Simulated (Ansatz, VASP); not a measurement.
## Two plane-wave programs on TaAs

```
Ta As
1.0
    -1.72025    1.72025    5.86296
     1.72025   -1.72025    5.86296
     1.72025    1.72025   -5.86296
Ta As
2 2
Direct
  0.50001 0.00001 0.50000
  0.75001 0.75001 0.00000
  0.08259 0.58259 0.50000
  0.33259 0.33259 0.00000
```

Alike in both runs: task single point; functional r2SCAN; k mesh 8 × 8 × 8; occupations fermi-dirac, width 0.02 eV; no spin polarisation.

```csv
,VASP,Ansatz
version,VASP 6.6.1,Ansatz 0.2.0
potentials or method,"VASP PAW PBE potentials, release 64 (Ta_pv, As)","plane waves, PAW"
plane-wave cutoff (eV),520,500
valence electrons in the cell,32,56
```

VASP gave:

```
pressure (GPa)                                                : 0.5
traceless stress, the component that is largest in VASP (GPa) : 0.05
rms of the force components (eV/Å)                            : 0.004
```

**Question.** What did Ansatz give for the same quantities?

**Answer.** Pressure (GPa): 0.0; traceless stress, the component that is largest in VASP (GPa): 0.12; rms of the force components (eV/Å): 0.004.

VASP's potentials were made for PBE, not for r2SCAN. Atom by atom the forces differ by 0.000 eV/Å (rms over components). With one functional, cell and mesh, what is left measures potentials, basis and numerics. VASP's potentials hold 32 valence electrons a cell and Ansatz's 56, so a difference there can come from the potentials and not from the codes.

Neither program's run includes spin-orbit coupling.
